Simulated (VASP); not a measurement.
# TiTe2 (P-3m1) in VASP: phonons with PBE+D3(BJ)

Aim: the phonons of TiTe2 with PBE+D3(BJ).

Everything below comes from runs of VASP 6.6.1. Logs are shortened: lines on timing, memory, paths and dates and some standing lists are left out, and cuts for length are marked.

## Step 1: The cell of the first run

The structure is trigonal, space group P-3m1 (No. 164). The conventional cell has a = 3.716 Å, b = 3.716 Å, c = 6.451 Å, α = 90.00°, β = 90.00°, γ = 120.00°. Within 3.8 Å of Ti (site symmetry -3m) lie 6 Te at 2.76 Å and 6 Ti at 3.72 Å. Te (site symmetry 3m) has 3 Ti at 2.76 Å and 9 Te at 3.68 to 3.72 Å within 3.8 Å.

## Step 2: Phonons, PBE+D3(BJ) (25.71 Å³/atom)

Contents of INCAR:

```
SYSTEM = TiTe2
  ALGO = Normal
  EDIFF = 1E-8
  ENCUT = 520
  GGA = PE
  IBRION = 6
  ISIF = 2
  ISMEAR = -1
  IVDW = 12
  KPAR = 2
  LASPH = .TRUE.
  LCHARG = .FALSE.
  LREAL = .FALSE.
  LWAVE = .FALSE.
  NELM = 100
  NFREE = 2
  NSW = 1
  POTIM = 0.015
  PREC = Accurate
  SIGMA = 0.15
```

Contents of KPOINTS:

```
k-points
0
G
  15 15 8
  0 0 0
```

Contents of POSCAR:

```
TiTe2
1.0
    3.7160435358      0.0000000000      0.0000000000
   -1.8580217679      3.2181881036      0.0000000000
    0.0000000000      0.0000000000      6.4506843535
Ti Te
1 2
Direct
    0.0000000000      0.0000000000      0.0000000000
    0.6666666667      0.3333333333      0.2683755645
    0.3333333333      0.6666666667      0.7316244355
```

Potentials or basis: VASP PAW PBE potentials, release 64 (Ti_sv, Te).

Started as:

```
$ cat potpaw_PBE.64/Ti_sv/POTCAR potpaw_PBE.64/Te/POTCAR > POTCAR
$ mpirun -np 2 vasp_std > vasp.out
```

OUTCAR:

```text
SYSTEM = TiTe2
   EDIFF = 1E-8
   ENCUT = 520
   GGA = PE
   IBRION = 6
   ISIF = 2
   ISMEAR = -1
   IVDW = 12
   LASPH = .TRUE.
   LREAL = .FALSE.
   NELM = 100
   NFREE = 2
   NSW = 1
   POTIM = 0.015
   PREC = Accurate
 IVDW          = 12

 ion  position               nearest neighbor table
   1  0.000  0.000  0.000-   2 2.76   3 2.76   2 2.76   3 2.76   2 2.76   3 2.76
   2  0.667  0.333  0.268-   1 2.76   1 2.76   1 2.76   3 3.68   3 3.68   3 3.68
   3  0.333  0.667  0.732-   1 2.76   1 2.76   1 2.76   2 3.68   2 3.68   2 3.68

  LATTYP: Found a hexagonal cell.
 ALAT       =     3.7160435358
 C/A-ratio  =     1.7359011786

  Lattice vectors:

 A1 = (   3.7160435358,   0.0000000000,   0.0000000000)
 A2 = (  -1.8580217679,   3.2181881036,   0.0000000000)
 A3 = (   0.0000000000,   0.0000000000,   6.4506843535)

Analysis of symmetry for initial positions (statically):
=====================================================================
 Subroutine PRICEL returns:
 Original cell was already a primitive cell.

 Routine SETGRP: Setting up the symmetry group for a
 hexagonal supercell.

 Subroutine GETGRP returns: Found 12 space group operations
 (whereof 12 operations were pure point group operations)
 out of a pool of 24 trial point group operations.

The static configuration has the point symmetry D_3d.

Analysis of symmetry for dynamics (positions and initial velocities):
=====================================================================
 Subroutine PRICEL returns:
 Original cell was already a primitive cell.

 Routine SETGRP: Setting up the symmetry group for a
 hexagonal supercell.

 Subroutine GETGRP returns: Found 12 space group operations
 (whereof 12 operations were pure point group operations)
 out of a pool of 24 trial point group operations.

The dynamic configuration has the point symmetry D_3d.

 Subroutine INISYM returns: Found 12 space group operations
 (whereof 12 operations are pure point group operations),
 and found     1 'primitive' translations

----------------------------------------------------------------------------------------

                                     Primitive cell

  volume of cell :      77.1433

  direct lattice vectors                    reciprocal lattice vectors
     3.716043536  0.000000000  0.000000000     0.269103413  0.155366928  0.000000000
    -1.858021768  3.218188104  0.000000000     0.000000000  0.310733856  0.000000000
     0.000000000  0.000000000  6.450684353     0.000000000  0.000000000  0.155022312

  length of vectors
     3.716043536  3.716043536  6.450684353     0.310733856  0.310733856  0.155022312

  position of ions in fractional coordinates (direct lattice)
     0.000000000  0.000000000  0.000000000
     0.666666667  0.333333333  0.268375564
     0.333333333  0.666666667  0.731624436

  ion indices of the primitive-cell ions
   primitive index   ion index
                 1           1
                 2           2
                 3           3

----------------------------------------------------------------------------------------

 KPOINTS: k-points

Automatic generation of k-mesh.
 Grid dimensions read from file:
 generate k-points for:   15   15    8

 Generating k-lattice:

  Cartesian coordinates                     Fractional coordinates (reciprocal lattice)
     0.017940228  0.010357795  0.000000000     0.066666667  0.000000000  0.000000000
     0.000000000  0.020715590  0.000000000     0.000000000  0.066666667  0.000000000
     0.000000000  0.000000000  0.019377789     0.000000000  0.000000000  0.125000000

  Length of vectors
     0.020715590  0.020715590  0.019377789

  Shift w.r.t. Gamma in fractional coordinates (k-lattice)
     0.000000000  0.000000000  0.000000000

 Subroutine IBZKPT returns following result:
 ===========================================

 Found    192 irreducible k-points:

 Following reciprocal coordinates:
            Coordinates               Weight
  0.000000  0.000000  0.000000      1.000000
  0.066667  0.000000  0.000000      6.000000
  0.133333  0.000000  0.000000      6.000000
  0.200000  0.000000  0.000000      6.000000
  0.266667  0.000000  0.000000      6.000000
  0.333333  0.000000  0.000000      6.000000
[... 16 lines left out ...]
  0.333333  0.200000  0.000000     12.000000
  0.400000  0.200000  0.000000      6.000000
 [... further k-points ...]
   k-points           NKPTS =    192   k-points in BZ     NKDIM =    192   number of bands    NBANDS=     16
   number of dos      NEDOS =    301   number of ions     NIONS =      3
   total plane-waves  NPLWV =  37632
   dimension x,y,z NGX =    28 NGY =   28 NGZ =   48
   dimension x,y,z NGXF=    56 NGYF=   56 NGZF=   96
   ions per type =               1   2
   NGX,Y,Z   is equivalent  to a cutoff of  12.53, 12.53, 12.37 a.u.
   NGXF,Y,Z  is equivalent  to a cutoff of  25.05, 25.05, 24.74 a.u.
 SYSTEM =  TiTe2
   PREC   = accura    normal or accurate (medium, high low for compatibility)
   ISTART =      0    job   : 0-new  1-cont  2-samecut
   ICHARG =      2    charge: 1-file 2-atom 10-const
   ISPIN  =      1    spin polarized calculation?
   LNONCOLLINEAR =      F non collinear calculations
   LSORBIT =      F    spin-orbit coupling
   LASPH  =      T    aspherical Exc in radial PAW
   ENCUT  =  520.0 eV  38.22 Ry    6.18 a.u.   6.91  6.91 11.99*2*pi/ulx,y,z
   NELM   =    100;   NELMIN=  2; NELMDL= -5     # of ELM steps
   EDIFF  = 0.1E-07   stopping-criterion for ELM
   LREAL  =      F    real-space projection
   EDIFFG = 0.1E-06   stopping-criterion for IOM
   NSW    =     73    number of steps for IOM
   IBRION =      6    ionic relax: 0-MD 1-quasi-New 2-CG
   NFREE  =      2    steps in history (QN), initial steepest desc. (CG)
   ISIF   =      2    stress and relaxation
   ISYM   =      2    0-nonsym 1-usesym 2-fastsym
   POTIM  = 0.0150    time-step for ionic-motion
   TEBEG  =    0.0;   TEEND  =   0.0 temperature during run
   PSTRESS=    0.0 pullay stress
   NELECT =      24.0000    total number of electrons
   NUPDOWN=      -1.0000    fix difference up-down
   EMIN   =  10.00;   EMAX   =-10.00  energy-range for DOS
   EFERMI =   0.00;   METHOD = LEGACY
   ISMEAR =    -1;   SIGMA  =   0.15  broadening in eV -4-tet -1-fermi 0-gaus
   EFERMI_NEDOS =   21; number of points for ismear=-14 and -15
   IALGO  =     38    algorithm
   IMIX   =      4    mixing-type and parameters
     AMIX     =   0.40;   BMIX     =  1.00
     AMIX_MAG =   1.60;   BMIX_MAG =  1.00
  volume/ion in A,a.u.               =      25.71       173.53
  Fermi-wavevector in a.u.,A,eV,Ry     =   1.109292  2.096258 16.742362  1.230529
  Thomas-Fermi vector in A             =   2.245830
   LORBIT       =      0    0 simple, 1 ext, 2 COOP (PROOUT), +10 PAW based schemes
   GGA     = PE    functional components
   LHFCALC =     F    Hartree Fock is set to
   AEXX    =    0.0000 exact exchange contribution
   IVDW    =    12    specifies the selected vdW correction
   LEPSILON=     F    determine dielectric tensor
   LRPA    =     F    only Hartree local field effects (RPA)
 finite differences with symmetry
 non-spin polarized calculation
  energy-cutoff  :      520.00
  volume of cell :       77.14
 maximum number of plane-waves:      2098
   NGX = 13   NGY = 13   NGZ = 23

--------------------------------------- Ionic step        1  -------------------------------------------

 number of electron      24.0000000 magnetization

 Free energy of the ion-electron system (eV)
  ---------------------------------------------------
  ext. energy  EPLUGINS =         0.00000000
  ---------------------------------------------------
  free energy    TOTEN  =       -16.22788677 eV

  energy without entropy =      -16.11633281  energy(sigma->0) =      -16.17210979

------------------------ aborting loop because EDIFF is reached ----------------------------------------

 Edisp (eV)   -1.53492

 E8    (eV) :    -0.7112
[... 319 lines left out ...]
--------------------------------------- Ionic step        9  -------------------------------------------

 number of electron      23.9999999 magnetization

 Free energy of the ion-electron system (eV)
  ---------------------------------------------------
  ext. energy  EPLUGINS =         0.00000000
  ---------------------------------------------------
  free energy    TOTEN  =       -16.22692302 eV

  energy without entropy =      -16.11592160  energy(sigma->0) =      -16.17142231

 E-fermi :   7.3040     XC(G=0): -10.0602

 val. band max:        7.3030241702   @ k =   0.0000   0.4000   0.3750
 cond. band min:       7.3165071023   @ k =   0.4667   0.0000   0.0000
 fundamental gap:      0.0134829321
 Fermi energy:         7.3040303036

 k-point     1 :       0.0000    0.0000    0.0000
  band No.  band energies     occupation
      1     -50.0480      2.00000
      2     -26.3127      2.00000
      3     -26.3127      2.00000
      4     -26.2764      2.00000
      5      -5.3183      2.00000
      6      -3.7228      2.00000
[... 433 lines left out ...]
      3     -26.3353      2.00000
      4     -26.2636      2.00000
      5      -3.2634      2.00000
      6      -3.0888      2.00000
[... 8 lines left out ...]
     15       8.8605      0.00006
     16       9.6119      0.00000

 [... further k-points ...]

------------------------ aborting loop because EDIFF is reached ----------------------------------------

 Edisp (eV)   -1.53485

 E8    (eV) :    -0.7112
[... 26 lines left out ...]
  FREE ENERGIE OF THE ION-ELECTRON SYSTEM (eV)
  ---------------------------------------------------
  free  energy   TOTEN  =       -17.7617743734 eV

  energy  without entropy=      -17.6507729462  energy(sigma->0) =      -17.70627366

 INTERNAL STRAIN TENSORS FROM DISPLACED ATOMS
 ============================================

 INTERNAL STRAIN TENSOR FOR ION    1 for displacements in x,y,z  (eV/Angst):
          X           Y           Z          XY          YZ          ZX
  --------------------------------------------------------------------------------
  x     0.00000     0.00000     0.00000     0.00000     0.00000     0.00000
  y     0.00000     0.00000     0.00000     0.00000     0.00000     0.00000
  z     0.00000     0.00000     0.00000     0.00000     0.00000     0.00000

 INTERNAL STRAIN TENSOR FOR ION    3 for displacements in x,y,z  (eV/Angst):
          X           Y           Z          XY          YZ          ZX
  --------------------------------------------------------------------------------
  x     0.00000     0.00000     0.00000     2.03527     0.00000     6.63085
  y     2.03527    -2.03527     0.00000     0.00000     6.63086     0.00000
  z     6.58475     6.58475    12.23392     0.00000     0.00000     0.00000

 Eigenvectors and eigenvalues of the dynamical matrix
 ----------------------------------------------------

   1 f  =    8.276211 THz    52.000970 2PiTHz  276.064697 cm-1    34.227645 meV
             X         Y         Z           dx          dy          dz
      0.000000  0.000000  0.000000     0.000000   -0.000000    0.917611
      1.858022  1.072729  1.731206     0.000000   -0.000000   -0.281061
     -0.000000  2.145459  4.719478    -0.000000    0.000000   -0.281061
[... 25 lines left out ...]
   6 f  =    2.991665 THz    18.797188 2PiTHz   99.791214 cm-1    12.372528 meV
             X         Y         Z           dx          dy          dz
      0.000000  0.000000  0.000000    -0.000000    0.000000   -0.000000
      1.858022  1.072729  1.731206     0.707107   -0.000000    0.000000
     -0.000000  2.145459  4.719478    -0.707107    0.000000   -0.000000

   7 f/i=    0.000143 THz     0.000898 2PiTHz    0.004766 cm-1     0.000591 meV
             X         Y         Z           dx          dy          dz
      0.000000  0.000000  0.000000    -0.000000   -0.000000   -0.397480
      1.858022  1.072729  1.731206    -0.000000   -0.000000   -0.648849
     -0.000000  2.145459  4.719478    -0.000000   -0.000000   -0.648849

   8 f/i=    0.000649 THz     0.004077 2PiTHz    0.021645 cm-1     0.002684 meV
             X         Y         Z           dx          dy          dz
      0.000000  0.000000  0.000000    -0.323325    0.231356    0.000000
      1.858022  1.072729  1.731206    -0.527650    0.377561    0.000000
     -0.000000  2.145459  4.719478    -0.527650    0.377561    0.000000

   9 f/i=    0.000649 THz     0.004077 2PiTHz    0.021645 cm-1     0.002684 meV
             X         Y         Z           dx          dy          dz
      0.000000  0.000000  0.000000    -0.231356   -0.323325    0.000000
      1.858022  1.072729  1.731206    -0.377561   -0.527650    0.000000
     -0.000000  2.145459  4.719478    -0.377561   -0.527650    0.000000

 ELASTIC MODULI CONTR FROM IONIC RELAXATION (kBar)
 Direction    XX          YY          ZZ          XY          YZ          ZX
 --------------------------------------------------------------------------------
 XX        -216.4412   -142.7967   -333.7175     -0.0000   -119.9662     -0.0000
 YY        -142.7967   -216.4412   -333.7175      0.0000    119.9662      0.0000
 ZZ        -333.7175   -333.7175   -620.0200      0.0000     -0.0000      0.0000
 XY          -0.0000      0.0000      0.0000    -36.8223     -0.0000   -119.9660
 YZ        -119.9662    119.9662     -0.0000     -0.0000   -390.8475     -0.0000
 ZX          -0.0000      0.0000      0.0000   -119.9660     -0.0000   -390.8465
 --------------------------------------------------------------------------------
```

It took 11 min on 2 MPI ranks of Intel Xeon 6975P-C (Granite Rapids), shared host; peak memory 1.7 GiB.

Results:

```yaml
Highest_phonon_frequency_at_Γ_LO-TO_splitting_left_out: 276 cm⁻¹
Dispersion_energy_per_atom: -0.512 eV
```

Phonon frequencies in cm⁻¹ (negative: imaginary):
```csv
q point,frequencies
"(0.000, 0.000, 0.000)",0 0 0 100 100 146 182 182 276
```

Caveat: spin-orbit coupling is left out, which moves the levels of the heavy elements.
